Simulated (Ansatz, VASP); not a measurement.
Au: VASP beside Ansatz

```
CELL_PARAMETERS angstrom
0.00000 2.02362 2.02362
2.02362 0.00000 2.02362
2.02362 2.02362 0.00000
ATOMIC_POSITIONS crystal
Au 0.00000 0.00000 0.00000
```

Alike in both runs: functional LDA; k mesh 34 × 34 × 34; occupations gaussian, width 0.1 eV; no spin polarisation.

Ansatz relaxed the structure, and its values are those at the end. VASP's run is a single point on that final structure, the one shown.

|  | VASP | Ansatz |
| --- | --- | --- |
| version | VASP 6.6.1 | Ansatz 0.2.0 |
| potentials or method | VASP PAW LDA potentials, release 64 (Au) | scalar-relativistic, plane waves, PAW |
| plane-wave cutoff (eV) | 520 | 420 |
| valence electrons in the cell | 11 | 19 |

```tsv
	VASP	Ansatz	Ansatz less VASP
gap on the k mesh at the Fermi level (eV)	none	none	-
pressure (GPa)	0.5	0.0	-0.53
```

LDA's correlation is that of Perdew and Zunger in VASP and of Perdew and Wang (1992) in Ansatz. A gap of «none» marks a metal or a gap that the smearing closes. VASP's potentials hold 11 valence electrons a cell and Ansatz's 19, so a difference there can come from the potentials and not from the codes.

Neither program's run includes spin-orbit coupling.
